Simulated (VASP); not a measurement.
# CdSe: single point with r2SCAN

The system is CdSe.

```
Cd Se
1.0
     4.38370    0.00000    0.00000
    -2.19185    3.79639    0.00000
     0.00000    0.00000    7.14674
Cd Se
2 2
Direct
  0.33333 0.66667 0.00452
  0.66667 0.33333 0.50452
  0.33333 0.66667 0.38048
  0.66667 0.33333 0.88048
```

| Quantity | Value |
| --- | --- |
| Program | VASP 6.6.1 |
| Task | single point |
| Functional | r2SCAN |
| Potentials or basis | VASP PAW PBE potentials, release 64 (Cd, Se) |
| Cutoff | 520 eV |
| k mesh | 6 × 6 × 4 |
| Occupations | gaussian, width 0.01 eV |
| Spin | no spin polarisation |
| Dipole correction | no |
| Further INCAR settings | ALGO = Normal; EDIFF = 1e-07; NBANDS = 26 |

The pressure is -1.2 GPa and the band gap on the k mesh is 1.02 eV.

Levels at points of the mesh, in eV from the valence-band top:
| k point | band 14 | band 15 | band 16 | band 17 | band 18 | band 19 | band 20 | band 21 | band 22 | band 23 |
| --- | --- | --- | --- | --- | --- | --- | --- | --- | --- | --- |
| (0.00, 0.00, 0.00) | -0.70 | -0.70 | -0.04 | 0.00 | 0.00 | 1.02 | 2.60 | 6.37 | 6.37 | 6.67 |
| (0.50, 0.00, 0.00) | -3.41 | -2.45 | -1.71 | -1.21 | -0.69 | 3.56 | 3.70 | 5.10 | 6.43 | 6.92 |
| (0.00, 0.00, 0.50) | -2.49 | -0.36 | -0.36 | -0.36 | -0.36 | 2.71 | 2.71 | 6.21 | 6.21 | 6.75 |
| (0.50, 0.00, 0.50) | -3.95 | -1.25 | -1.25 | -1.23 | -1.23 | 3.31 | 3.31 | 5.25 | 5.25 | 8.02 |

It took 3.7 min on 1 thread of Intel(R) Xeon(R) Platinum 8488C (Sapphire Rapids), with other jobs on the host, peak memory 0.3 GiB.

Caveat: the PAW data sets were made with another functional, which shifts forces and pressure a little. r2SCAN opens gaps a little over a GGA but as a rule still falls short of measured ones.
